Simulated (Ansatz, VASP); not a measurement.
## B5Pt: VASP beside Ansatz

```
B Pt
1.0
     2.85625    0.00000    0.00000
     0.00000    2.85625    0.00000
     0.00000    0.00000    5.93720
B Pt
5 1
Direct
  0.50000 0.50000 0.36331
  0.50000 0.50000 0.63669
  0.00000 0.00000 0.22038
  0.00000 0.00000 0.77962
  0.00000 0.00000 0.50000
  0.50000 0.50000 0.00000
```

Change from the starting cell: species swapped into the Hf5Pb type (P4/mmm, No. 123).

Alike in both runs: task relaxation of cell and atoms; functional PBE; k mesh 14 × 14 × 6; occupations gaussian, width 0.1 eV; no spin polarisation.

```csv
,VASP,Ansatz
version,VASP 6.6.1,Ansatz 0.2.0
potentials or method,"VASP PAW PBE potentials, release 64 (B, Pt), cutoff 600 eV","scalar-relativistic, plane waves, PAW"
valence electrons in the cell,25,33
```

|  | VASP | Ansatz | Ansatz less VASP |
| --- | --- | --- | --- |
| gap on the k mesh at the Fermi level, each at its own relaxed structure (eV) | none | none | - |
| relaxed volume (Å³/atom) | 8.14 | 8.15 | +0.012 |
| relaxed cell length with the largest relative difference (Å) | 2.887 | 2.890 | +0.0032 |

A gap of «none» marks a metal or a gap that the smearing closes. VASP's potentials hold 25 valence electrons a cell and Ansatz's 33, so a difference there can come from the potentials and not from the codes.

Spin-orbit coupling is off throughout.
